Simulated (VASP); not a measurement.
# SiP5 (P-62m) in VASP: single point with PBE

Aim: the single point of SiP5 with PBE.

All numbers are computed with VASP 6.6.1; they aren't measurements. Logs are shortened: lines on timing, memory, paths and dates and some standing lists are left out, and cuts for length are marked.

**1. The cell of the first run**

The structure is hexagonal, space group P-62m (No. 189). Conventional cell: a = 4.755 Å, b = 4.755 Å, c = 4.755 Å, α = 90.00°, β = 90.00°, γ = 120.00°. Si (site symmetry -62m) has 12 P at 2.71 to 2.75 Å within 3.6 Å. Within 3.6 Å of P (site symmetry -6) lie 9 P at 2.75 to 2.95 Å and 3 Si at 2.75 Å. P (site symmetry m2m) has 6 P at 2.27 to 2.95 Å and 2 Si at 2.71 Å within 3.0 Å.

**2. Single point, PBE**

File INCAR:

```
SYSTEM = SiP5
PREC = Accurate ; ENCUT = 500
EDIFF = 1E-6 ; ISMEAR = 0
SIGMA = 0.2 ; LREAL = .False.
LASPH = .True. ; NELM = 120
ALGO = Normal ; ISIF = 2
LWAVE = .False. ; LCHARG = .False.
GGA = PE ; NBANDS = 24
GGA_COMPAT = .False.
```

File KPOINTS:

```
Automatic mesh
0
Gamma
  4 4 3
  0 0 0
```

File POSCAR:

```
SiP5
1.0
    4.7548998292      0.0000000000      0.0000000000
   -2.3774499146      4.1178640445      0.0000000000
    0.0000000000      0.0000000000      4.7546849963
Si P
1 5
Direct
    0.0000000000      0.0000000000      0.0000000000
    0.6666666667      0.3333333333      0.0000000000
    0.3333333333      0.6666666667      0.0000000000
    0.0000000000      0.2754150755      0.5000000000
    0.7245849245      0.7245849245      0.5000000000
    0.2754150755      0.0000000000      0.5000000000
```

Potentials or basis: VASP PAW PBE potentials, release 64 (Si, P).

Command:

```console
$ cat potpaw_PBE.64/Si/POTCAR potpaw_PBE.64/P/POTCAR > POTCAR
$ mpirun -np 1 vasp_std > vasp.out
```

OUTCAR:

```text
SYSTEM = SiP5
   PREC = Accurate
   ENCUT = 500
   EDIFF = 1E-6
   ISMEAR = 0
   LREAL = .False.
   LASPH = .True.
   NELM = 120
   ISIF = 2
   GGA = PE

 ion  position               nearest neighbor table
   1  0.000  0.000  0.000-   4 2.71   5 2.71   4 2.71   5 2.71   6 2.71   6 2.71   2 2.75   3 2.75
                             3 2.75   2 2.75   2 2.75   3 2.75
   2  0.667  0.333  0.000-   3 2.75   1 2.75   3 2.75   1 2.75   1 2.75   3 2.75   4 2.95   4 2.95
                             6 2.95   6 2.95   5 2.95   5 2.95
   3  0.333  0.667  0.000-   2 2.75   1 2.75   2 2.75   1 2.75   1 2.75   2 2.75   6 2.95   6 2.95
                             4 2.95   4 2.95   5 2.95   5 2.95
   4  0.000  0.275  0.500-   5 2.27   6 2.27   1 2.71   1 2.71   2 2.95   2 2.95   3 2.95   3 2.95

   5  0.725  0.725  0.500-   4 2.27   6 2.27   1 2.71   1 2.71   2 2.95   2 2.95   3 2.95   3 2.95

   6  0.275  0.000  0.500-   4 2.27   5 2.27   1 2.71   1 2.71   3 2.95   3 2.95   2 2.95   2 2.95

  LATTYP: Found a hexagonal cell.
 ALAT       =     4.7548998292
 C/A-ratio  =     0.9999548186

  Lattice vectors:

 A1 = (   4.7548998292,   0.0000000000,   0.0000000000)
 A2 = (  -2.3774499146,   4.1178640445,   0.0000000000)
 A3 = (   0.0000000000,   0.0000000000,   4.7546849963)

Analysis of symmetry for initial positions (statically):
=====================================================================
 Subroutine PRICEL returns:
 Original cell was already a primitive cell.

 Routine SETGRP: Setting up the symmetry group for a
 hexagonal supercell.

 Subroutine GETGRP returns: Found 12 space group operations
 (whereof 12 operations were pure point group operations)
 out of a pool of 24 trial point group operations.

The static configuration has the point symmetry D_3h.

Analysis of symmetry for dynamics (positions and initial velocities):
=====================================================================
 Subroutine PRICEL returns:
 Original cell was already a primitive cell.

 Routine SETGRP: Setting up the symmetry group for a
 hexagonal supercell.

 Subroutine GETGRP returns: Found 12 space group operations
 (whereof 12 operations were pure point group operations)
 out of a pool of 24 trial point group operations.

The dynamic configuration has the point symmetry D_3h.

 Subroutine INISYM returns: Found 12 space group operations
 (whereof 12 operations are pure point group operations),
 and found     1 'primitive' translations

----------------------------------------------------------------------------------------

                                     Primitive cell

  volume of cell :      93.0969

  direct lattice vectors                    reciprocal lattice vectors
     4.754899829  0.000000000  0.000000000     0.210309373  0.121422173  0.000000000
    -2.377449915  4.117864045  0.000000000     0.000000000  0.242844346  0.000000000
     0.000000000  0.000000000  4.754684996     0.000000000  0.000000000  0.210318875

  length of vectors
     4.754899829  4.754899829  4.754684996     0.242844346  0.242844346  0.210318875

  position of ions in fractional coordinates (direct lattice)
     0.000000000  0.000000000  0.000000000
     0.666666667  0.333333333  0.000000000
     0.333333333  0.666666667  0.000000000
     0.000000000  0.275415075  0.500000000
     0.724584925  0.724584925  0.500000000
     0.275415075  0.000000000  0.500000000

  ion indices of the primitive-cell ions
   primitive index   ion index
                 1           1
                 2           2
                 3           3
                 4           4
                 5           5
                 6           6

----------------------------------------------------------------------------------------

 KPOINTS: Automatic mesh

Automatic generation of k-mesh.
 Grid dimensions read from file:
 generate k-points for:    4    4    3

 Generating k-lattice:

  Cartesian coordinates                     Fractional coordinates (reciprocal lattice)
     0.052577343  0.030355543  0.000000000     0.250000000  0.000000000  0.000000000
     0.000000000  0.060711086  0.000000000     0.000000000  0.250000000  0.000000000
     0.000000000  0.000000000  0.070106292     0.000000000  0.000000000  0.333333333

  Length of vectors
     0.060711086  0.060711086  0.070106292

  Shift w.r.t. Gamma in fractional coordinates (k-lattice)
     0.000000000  0.000000000  0.000000000

 Subroutine IBZKPT returns following result:
 ===========================================

 Found      8 irreducible k-points:

 Following reciprocal coordinates:
            Coordinates               Weight
  0.000000  0.000000  0.000000      1.000000
  0.250000  0.000000  0.000000      6.000000
  0.500000  0.000000  0.000000      3.000000
  0.250000  0.250000  0.000000      6.000000
  0.000000  0.000000  0.333333      2.000000
  0.250000  0.000000  0.333333     12.000000
  0.500000  0.000000  0.333333      6.000000
  0.250000  0.250000  0.333333     12.000000
   k-points           NKPTS =      8   k-points in BZ     NKDIM =      8   number of bands    NBANDS=     24
   number of dos      NEDOS =    301   number of ions     NIONS =      6
   total plane-waves  NPLWV =  46656
   dimension x,y,z NGX =    36 NGY =   36 NGZ =   36
   dimension x,y,z NGXF=    72 NGYF=   72 NGZF=   72
   ions per type =               1   5
   NGX,Y,Z   is equivalent  to a cutoff of  12.59, 12.59, 12.59 a.u.
   NGXF,Y,Z  is equivalent  to a cutoff of  25.17, 25.17, 25.17 a.u.
 SYSTEM =  SiP5
   PREC   = accura    normal or accurate (medium, high low for compatibility)
   ISTART =      0    job   : 0-new  1-cont  2-samecut
   ICHARG =      2    charge: 1-file 2-atom 10-const
   ISPIN  =      1    spin polarized calculation?
   LNONCOLLINEAR =      F non collinear calculations
   LSORBIT =      F    spin-orbit coupling
   LASPH  =      T    aspherical Exc in radial PAW
   ENCUT  =  500.0 eV  36.75 Ry    6.06 a.u.   8.67  8.67  8.67*2*pi/ulx,y,z
   NELM   =    120;   NELMIN=  2; NELMDL= -5     # of ELM steps
   EDIFF  = 0.1E-05   stopping-criterion for ELM
   LREAL  =      F    real-space projection
   EDIFFG = 0.1E-04   stopping-criterion for IOM
   NSW    =      0    number of steps for IOM
   IBRION =     -1    ionic relax: 0-MD 1-quasi-New 2-CG
   NFREE  =      0    steps in history (QN), initial steepest desc. (CG)
   ISIF   =      2    stress and relaxation
   ISYM   =      2    0-nonsym 1-usesym 2-fastsym
   POTIM  = 0.5000    time-step for ionic-motion
   TEBEG  =    0.0;   TEEND  =   0.0 temperature during run
   PSTRESS=    0.0 pullay stress
   NELECT =      29.0000    total number of electrons
   NUPDOWN=      -1.0000    fix difference up-down
   EMIN   =  10.00;   EMAX   =-10.00  energy-range for DOS
   EFERMI =   0.00;   METHOD = LEGACY
   ISMEAR =     0;   SIGMA  =   0.20  broadening in eV -4-tet -1-fermi 0-gaus
   EFERMI_NEDOS =   21; number of points for ismear=-14 and -15
   IALGO  =     38    algorithm
   IMIX   =      4    mixing-type and parameters
     AMIX     =   0.40;   BMIX     =  1.00
     AMIX_MAG =   1.60;   BMIX_MAG =  1.00
  volume/ion in A,a.u.               =      15.52       104.71
  Fermi-wavevector in a.u.,A,eV,Ry     =   1.109760  2.097143 16.756494  1.231568
  Thomas-Fermi vector in A             =   2.246304
   LORBIT       =      0    0 simple, 1 ext, 2 COOP (PROOUT), +10 PAW based schemes
   GGA     = PE    functional components
   LHFCALC =     F    Hartree Fock is set to
   AEXX    =    0.0000 exact exchange contribution
   IVDW    =     0    specifies the selected vdW correction
   LEPSILON=     F    determine dielectric tensor
   LRPA    =     F    only Hartree local field effects (RPA)
 non-spin polarized calculation
 Gauss-broadening in eV      SIGMA  =   0.20
  energy-cutoff  :      500.00
  volume of cell :       93.10
 maximum number of plane-waves:      2399
 NGX is ok and might be reduce to    36
   NGX = 17   NGY = 17   NGZ = 17

 number of electron      29.0000002 magnetization

 Free energy of the ion-electron system (eV)
  ---------------------------------------------------
  ext. energy  EPLUGINS =         0.00000000
  ---------------------------------------------------
  free energy    TOTEN  =       -28.28300371 eV

  energy without entropy =      -28.22742774  energy(sigma->0) =      -28.25521572

 E-fermi :   8.8351     XC(G=0): -11.0743

 val. band max:        8.8068516802   @ k =   0.5000   0.0000   0.3333
 cond. band min:       8.8583577347   @ k =   0.5000   0.0000   0.3333
 fundamental gap:      0.0515060545
 Fermi energy:         8.8350632591

 k-point     1 :       0.0000    0.0000    0.0000
  band No.  band energies     occupation
      1      -6.9970      2.00000
      2      -2.8688      2.00000
      3       0.4280      2.00000
      4       0.4280      2.00000
      5       0.8004      2.00000
      6       1.1879      2.00000
[... 16 lines left out ...]
     23      14.9255      0.00000
     24      15.5048      0.00000

 k-point     2 :       0.2500    0.0000    0.0000
  band No.  band energies     occupation
      1      -6.5676      2.00000
      2      -3.1395      2.00000
      3      -1.2465      2.00000
      4      -0.2888      2.00000
      5       0.4551      2.00000
      6       1.6355      2.00000
[... 16 lines left out ...]
     23      14.9502      0.00000
     24      15.0538      0.00000

 k-point     3 :       0.5000    0.0000    0.0000
  band No.  band energies     occupation
      1      -5.7995      2.00000
      2      -4.1786      2.00000
      3      -1.7246      2.00000
      4      -0.3697      2.00000
      5       0.2221      2.00000
      6       1.6841      2.00000
[... 16 lines left out ...]
     23      14.4466      0.00000
     24      14.4672      0.00000
[... 82 lines left out ...]
 k-point     7 :       0.5000    0.0000    0.3333
  band No.  band energies     occupation
      1      -5.4628      2.00000
      2      -3.5816      2.00000
      3      -2.2395      2.00000
      4      -1.5675      2.00000
      5      -0.2414      2.00000
      6       0.6409      2.00000
[... 16 lines left out ...]
     23      12.7216      0.00000
     24      13.5095      0.00000

 k-point     8 :       0.2500    0.2500    0.3333
  band No.  band energies     occupation
      1      -5.5020      2.00000
      2      -3.4079      2.00000
      3      -2.1432      2.00000
      4      -1.6410      2.00000
      5      -0.3395      2.00000
      6      -0.2400      2.00000
[... 16 lines left out ...]
     23      13.1896      0.00000
     24      14.3047      0.00000

------------------------ aborting loop because EDIFF is reached ----------------------------------------

  FORCE on cell =-STRESS in cart. coord.  units (eV):
  Direction    XX          YY          ZZ          XY          YZ          ZX
  --------------------------------------------------------------------------------------
  -------------------------------------------------------------------------------------
  Total       -0.2463805     -0.2463805     -0.0512405      0.0000000     -0.0000000      0.0000000
  in kB       -4.2401560     -4.2401560     -0.8818384      0.0000000     -0.0000000      0.0000000
  external PRESSURE =      -3.1207168 kB  Pullay stress =       0.0000000 kB

 VOLUME and BASIS-vectors are now :
 -----------------------------------------------------------------------------
  energy-cutoff  :      500.00
  volume of cell :       93.10
      direct lattice vectors                 reciprocal lattice vectors
     4.754899829  0.000000000  0.000000000     0.210309373  0.121422173  0.000000000
    -2.377449915  4.117864045  0.000000000     0.000000000  0.242844346  0.000000000
     0.000000000  0.000000000  4.754684996     0.000000000  0.000000000  0.210318875

 POSITION                                       TOTAL-FORCE (eV/Angst)
 -----------------------------------------------------------------------------------
      0.00000      0.00000      0.00000         0.000000      0.000000      0.000000
      2.37745      1.37262      0.00000        -0.000000      0.000000      0.000000
     -0.00000      2.74524      0.00000         0.000000      0.000000      0.000000
     -0.65479      1.13412      2.37734         0.040006     -0.069292      0.000000
      1.72266      2.98374      2.37734         0.040006      0.069292      0.000000
      1.30957      0.00000      2.37734        -0.080011     -0.000000      0.000000
 -----------------------------------------------------------------------------------
    total drift:                               -0.000000     -0.000000      0.000000

  FREE ENERGIE OF THE ION-ELECTRON SYSTEM (eV)
  ---------------------------------------------------
  free  energy   TOTEN  =       -28.2830037097 eV

  energy  without entropy=      -28.2274277371  energy(sigma->0) =      -28.25521572
```

Run time: 31 s. Hardware: 1 thread of Intel Xeon 8259CL, shared host; peak memory 0.2 GiB.

What came out:

```yaml
Free_energy: -28.2830 eV
Pressure: -0.3 GPa
Largest_force: 0.080 eV/Å
```

Forces on the atoms (eV/Å):
```
Si   0.000  0.000  0.000
P    0.000  0.000  0.000
P    0.000  0.000  0.000
P    0.040 -0.069  0.000
P    0.040  0.069  0.000
P   -0.080  0.000  0.000
```

Stress tensor (GPa, compression positive):
```
-0.42  0.00  0.00
 0.00 -0.42  0.00
 0.00  0.00 -0.09
```

Caveat: the k points lie up to 0.44 Å⁻¹ apart.
